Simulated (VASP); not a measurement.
# GaSb (F-43m) in VASP: relaxation of cell and atoms with r2SCAN

Aim: the relaxation of cell and atoms of GaSb with r2SCAN.

All numbers are computed with VASP 6.6.1; they aren't measurements. Logs are shortened: lines on timing, memory, paths and dates and some standing lists are left out, and cuts for length are marked.

### Step 1. The cell of the first run

It takes space group F-43m (No. 216, cubic). The conventional cell has a = 6.137 Å, b = 6.137 Å, c = 6.137 Å, α = 90.00°, β = 90.00°, γ = 90.00°. Within 3.5 Å of Ga (site symmetry -43m) lie 4 Sb at 2.66 Å. Sb (site symmetry -43m) has 4 Ga at 2.66 Å within 3.5 Å.

### Step 2. Relaxation of cell and atoms, r2SCAN

Input file POSCAR:

```
GaSb
1.0
    0.0000000000      3.0686043200      3.0686043200
    3.0686043200      0.0000000000      3.0686043200
    3.0686043200      3.0686043200      0.0000000000
Ga Sb
1 1
Direct
    0.0000000000      0.0000000000      0.0000000000
    0.2500000000      0.2500000000      0.2500000000
```

Input file INCAR.step1:

```
PREC = Accurate
ENCUT = 600
ISMEAR = 0
SIGMA = 0.02
LREAL = False
LASPH = True
NELM = 100
GGA = PE
ALGO = Normal
EDIFF = 1E-4
LWAVE = True
LCHARG = False
```

Input file INCAR.step2:

```
PREC = Accurate
ENCUT = 600
EDIFF = 1E-6
ISMEAR = 0
SIGMA = 0.02
LREAL = False
LASPH = True
NELM = 100
ALGO = Normal
ISIF = 3
LWAVE = False
LCHARG = False
METAGGA = R2SCAN
LMIXTAU = True
IBRION = 2
NSW = 100
EDIFFG = -0.002
ISTART = 1
```

Input file KPOINTS:

```
Automatic mesh
0
Gamma
  14 14 14
```

Potentials or basis: VASP PAW PBE potentials, release 64 (Ga_d, Sb).

Command:

```
cat potpaw_PBE.64/Ga_d/POTCAR potpaw_PBE.64/Sb/POTCAR > POTCAR
cp INCAR.step1 INCAR
mpirun -np 1 vasp_std > vasp.out
cp INCAR.step2 INCAR
mpirun -np 1 vasp_std > vasp.out
```

OUTCAR:

```text
PREC = Accurate
   ENCUT = 600
   EDIFF = 1E-6
   ISMEAR = 0
   LREAL = False
   LASPH = True
   NELM = 100
   ISIF = 3
   METAGGA = R2SCAN
   IBRION = 2
   NSW = 100
   EDIFFG = -0.002
   ISTART = 1

 ion  position               nearest neighbor table
   1  0.000  0.000  0.000-   2 2.66   2 2.66   2 2.66   2 2.66
   2  0.250  0.250  0.250-   1 2.66   1 2.66   1 2.66   1 2.66

  LATTYP: Found a face centered cubic cell.
 ALAT       =     6.1372086400

  Lattice vectors:

 A1 = (   0.0000000000,   3.0686043200,   3.0686043200)
 A2 = (   3.0686043200,   0.0000000000,   3.0686043200)
 A3 = (   3.0686043200,   3.0686043200,   0.0000000000)

Analysis of symmetry for initial positions (statically):
=====================================================================
 Subroutine PRICEL returns:
 Original cell was already a primitive cell.

 Routine SETGRP: Setting up the symmetry group for a
 face centered cubic supercell.

 Subroutine GETGRP returns: Found 24 space group operations
 (whereof 24 operations were pure point group operations)
 out of a pool of 48 trial point group operations.

The static configuration has the point symmetry T_d .

Analysis of symmetry for dynamics (positions and initial velocities):
=====================================================================
 Subroutine PRICEL returns:
 Original cell was already a primitive cell.

 Routine SETGRP: Setting up the symmetry group for a
 face centered cubic supercell.

 Subroutine GETGRP returns: Found 24 space group operations
 (whereof 24 operations were pure point group operations)
 out of a pool of 48 trial point group operations.

The dynamic configuration has the point symmetry T_d .

 Subroutine INISYM returns: Found 24 space group operations
 (whereof 24 operations are pure point group operations),
 and found     1 'primitive' translations

----------------------------------------------------------------------------------------

                                     Primitive cell

  volume of cell :      57.7900

  direct lattice vectors                    reciprocal lattice vectors
     0.000000000  3.068604320  3.068604320    -0.162940525  0.162940525  0.162940525
     3.068604320  0.000000000  3.068604320     0.162940525 -0.162940525  0.162940525
     3.068604320  3.068604320  0.000000000     0.162940525  0.162940525 -0.162940525

  length of vectors
     4.339661847  4.339661847  4.339661847     0.282221269  0.282221269  0.282221269

  position of ions in fractional coordinates (direct lattice)
     0.000000000  0.000000000  0.000000000
     0.250000000  0.250000000  0.250000000

  ion indices of the primitive-cell ions
   primitive index   ion index
                 1           1
                 2           2

----------------------------------------------------------------------------------------

 KPOINTS: Automatic mesh

Automatic generation of k-mesh.
 Grid dimensions read from file:
 generate k-points for:   14   14   14

 Generating k-lattice:

  Cartesian coordinates                     Fractional coordinates (reciprocal lattice)
    -0.011638609  0.011638609  0.011638609     0.071428571  0.000000000  0.000000000
     0.011638609 -0.011638609  0.011638609     0.000000000  0.071428571  0.000000000
     0.011638609  0.011638609 -0.011638609     0.000000000  0.000000000  0.071428571

  Length of vectors
     0.020158662  0.020158662  0.020158662

  Shift w.r.t. Gamma in fractional coordinates (k-lattice)
     0.000000000  0.000000000  0.000000000

 Subroutine IBZKPT returns following result:
 ===========================================

 Found    104 irreducible k-points:

 Following reciprocal coordinates:
            Coordinates               Weight
  0.000000  0.000000  0.000000      1.000000
  0.071429  0.000000  0.000000      8.000000
  0.142857  0.000000  0.000000      8.000000
  0.214286  0.000000  0.000000      8.000000
  0.285714  0.000000  0.000000      8.000000
  0.357143  0.000000  0.000000      8.000000
[... 16 lines left out ...]
  0.214286  0.142857  0.000000     24.000000
  0.285714  0.142857  0.000000     24.000000
 [... further k-points ...]
   k-points           NKPTS =    104   k-points in BZ     NKDIM =    104   number of bands    NBANDS=     13
   number of dos      NEDOS =    301   number of ions     NIONS =      2
   total plane-waves  NPLWV =  46656
   dimension x,y,z NGX =    36 NGY =   36 NGZ =   36
   dimension x,y,z NGXF=    72 NGYF=   72 NGZF=   72
   ions per type =               1   1
   NGX,Y,Z   is equivalent  to a cutoff of  13.79, 13.79, 13.79 a.u.
   NGXF,Y,Z  is equivalent  to a cutoff of  27.58, 27.58, 27.58 a.u.
 SYSTEM =  unknown system
   PREC   = accura    normal or accurate (medium, high low for compatibility)
   ISTART =      1    job   : 0-new  1-cont  2-samecut
   ICHARG =      0    charge: 1-file 2-atom 10-const
   ISPIN  =      1    spin polarized calculation?
   LNONCOLLINEAR =      F non collinear calculations
   LSORBIT =      F    spin-orbit coupling
   LASPH  =      T    aspherical Exc in radial PAW
   ENCUT  =  600.0 eV  44.10 Ry    6.64 a.u.   8.67  8.67  8.67*2*pi/ulx,y,z
   NELM   =    100;   NELMIN=  2; NELMDL=  0     # of ELM steps
   EDIFF  = 0.1E-05   stopping-criterion for ELM
   LREAL  =      F    real-space projection
   EDIFFG = -.2E-02   stopping-criterion for IOM
   NSW    =    100    number of steps for IOM
   IBRION =      2    ionic relax: 0-MD 1-quasi-New 2-CG
   NFREE  =      1    steps in history (QN), initial steepest desc. (CG)
   ISIF   =      3    stress and relaxation
   ISYM   =      2    0-nonsym 1-usesym 2-fastsym
   POTIM  = 0.5000    time-step for ionic-motion
   TEBEG  =    0.0;   TEEND  =   0.0 temperature during run
   PSTRESS=    0.0 pullay stress
   NELECT =      18.0000    total number of electrons
   NUPDOWN=      -1.0000    fix difference up-down
   EMIN   =  10.00;   EMAX   =-10.00  energy-range for DOS
   EFERMI =   0.00;   METHOD = LEGACY
   ISMEAR =     0;   SIGMA  =   0.02  broadening in eV -4-tet -1-fermi 0-gaus
   EFERMI_NEDOS =   21; number of points for ismear=-14 and -15
   IALGO  =     38    algorithm
   IMIX   =      4    mixing-type and parameters
     AMIX     =   0.40;   BMIX     =  1.00
     AMIX_MAG =   1.60;   BMIX_MAG =  1.00
  volume/ion in A,a.u.               =      28.89       194.99
  Fermi-wavevector in a.u.,A,eV,Ry     =   1.109723  2.097073 16.755387  1.231486
  Thomas-Fermi vector in A             =   2.246267
   LORBIT       =      0    0 simple, 1 ext, 2 COOP (PROOUT), +10 PAW based schemes
   METAGGA = R2SCAN    functional components
   LHFCALC =     F    Hartree Fock is set to
   AEXX    =    0.0000 exact exchange contribution
   IVDW    =     0    specifies the selected vdW correction
   LEPSILON=     F    determine dielectric tensor
   LRPA    =     F    only Hartree local field effects (RPA)
 conjugate gradient relaxation of ions
 non-spin polarized calculation
 Gauss-broadening in eV      SIGMA  =   0.02
  energy-cutoff  :      600.00
  volume of cell :       57.79
 maximum number of plane-waves:      1964
   NGX = 17   NGY = 17   NGZ = 17

--------------------------------------- Ionic step        1  -------------------------------------------

 number of electron      18.0000003 magnetization

 Free energy of the ion-electron system (eV)
  ---------------------------------------------------
  ext. energy  EPLUGINS =         0.00000000
  ---------------------------------------------------
  free energy    TOTEN  =       -37.60733385 eV

  energy without entropy =      -37.60733385  energy(sigma->0) =      -37.60733385

------------------------ aborting loop because EDIFF is reached ----------------------------------------

  FORCE on cell =-STRESS in cart. coord.  units (eV):
  Direction    XX          YY          ZZ          XY          YZ          ZX
  --------------------------------------------------------------------------------------
  -------------------------------------------------------------------------------------
  Total       -0.0253020     -0.0253020     -0.0253020      0.0000000      0.0000000      0.0000000
  in kB       -0.7014763     -0.7014763     -0.7014763      0.0000000      0.0000000      0.0000000
  external PRESSURE =      -0.7014763 kB  Pullay stress =       0.0000000 kB
[... 57 lines left out ...]
  energy  without entropy=      -37.6073544560  energy(sigma->0) =      -37.60735446

--------------------------------------- Ionic step        3  -------------------------------------------

 number of electron      18.0000003 magnetization

 E-fermi :   4.7143     XC(G=0):  -9.6852

 val. band max:        4.6022133792   @ k =   0.0000   0.0000   0.0000
 cond. band min:       4.9910922138   @ k =   0.0000   0.0000   0.0000
 fundamental gap:      0.3888788346
 Fermi energy:         4.7142551435

 k-point     1 :       0.0000    0.0000    0.0000
  band No.  band energies     occupation
      1     -10.8790      2.00000
      2     -10.8790      2.00000
      3     -10.8790      2.00000
      4     -10.8235      2.00000
      5     -10.8235      2.00000
      6      -7.2727      2.00000
      7       4.6022      2.00000
      8       4.6022      2.00000
      9       4.6022      2.00000
     10       4.9911      0.00000
     11       7.5859      0.00000
     12       7.5860      0.00000
     13       7.5860      0.00000
[... 401 lines left out ...]
  energy  without entropy=      -37.6073545950  energy(sigma->0) =      -37.60735460

--------------------------------------- Ionic step        4  -------------------------------------------

 number of electron      18.0000003 magnetization

 Free energy of the ion-electron system (eV)
  ---------------------------------------------------
  ext. energy  EPLUGINS =         0.00000000
  ---------------------------------------------------
  free energy    TOTEN  =       -37.60735250 eV

  energy without entropy =      -37.60735250  energy(sigma->0) =      -37.60735250

 E-fermi :   4.7080     XC(G=0):  -9.6832

 val. band max:        4.5976150110   @ k =   0.0000   0.0000   0.0000
 cond. band min:       4.9830607556   @ k =   0.0000   0.0000   0.0000
 fundamental gap:      0.3854457446
 Fermi energy:         4.7080343559

 k-point     1 :       0.0000    0.0000    0.0000
  band No.  band energies     occupation
      1     -10.8828      2.00000
      2     -10.8828      2.00000
      3     -10.8828      2.00000
      4     -10.8274      2.00000
      5     -10.8274      2.00000
      6      -7.2741      2.00000
      7       4.5976      2.00000
      8       4.5976      2.00000
      9       4.5976      2.00000
     10       4.9831      0.00000
     11       7.5815      0.00000
     12       7.5816      0.00000
     13       7.5816      0.00000
[... 397 lines left out ...]
  FREE ENERGIE OF THE ION-ELECTRON SYSTEM (eV)
  ---------------------------------------------------
  free  energy   TOTEN  =       -37.6073525012 eV

  energy  without entropy=      -37.6073525012  energy(sigma->0) =      -37.60735250

 reached required accuracy - stopping structural energy minimisation
```

It took 7.3 min on 1 thread of Intel Xeon Platinum 8488C (Sapphire Rapids), shared host; peak memory 0.31 GiB.

What came out:

- Free energy: -37.6074 eV
- Relaxed volume: 28.87 Å³/atom
- Relaxed cell: a = 4.338 Å, b = 4.338 Å, c = 4.338 Å, α = 60.00°, β = 60.00°, γ = 60.00°
- Space group after relaxing (to 0.1 Å): F-43m (No. 216)
- Energy gained by relaxing: 0.0 meV/atom
- Ionic steps: 4
- Pressure after relaxing: 0.0 GPa
- Band gap on the k mesh: 0.39 eV

Final structure:
```cif
data_structure
_symmetry_space_group_name_H-M 'P 1'
_symmetry_Int_Tables_number 1
_cell_length_a 4.3382
_cell_length_b 4.3382
_cell_length_c 4.3382
_cell_angle_alpha 60.000
_cell_angle_beta 60.000
_cell_angle_gamma 60.000
_cell_volume 57.73
loop_
_atom_site_label
_atom_site_type_symbol
_atom_site_fract_x
_atom_site_fract_y
_atom_site_fract_z
_atom_site_occupancy
Ga1 Ga 0.00000 0.00000 0.00000 1
Sb1 Sb 0.25000 0.25000 0.25000 1
```

Caveat: semilocal functionals underestimate gaps, and a narrow one can read as zero; the PAW data sets were made with another functional, which shifts forces and pressure a little; spin-orbit coupling is left out, which moves the levels of the heavy elements.
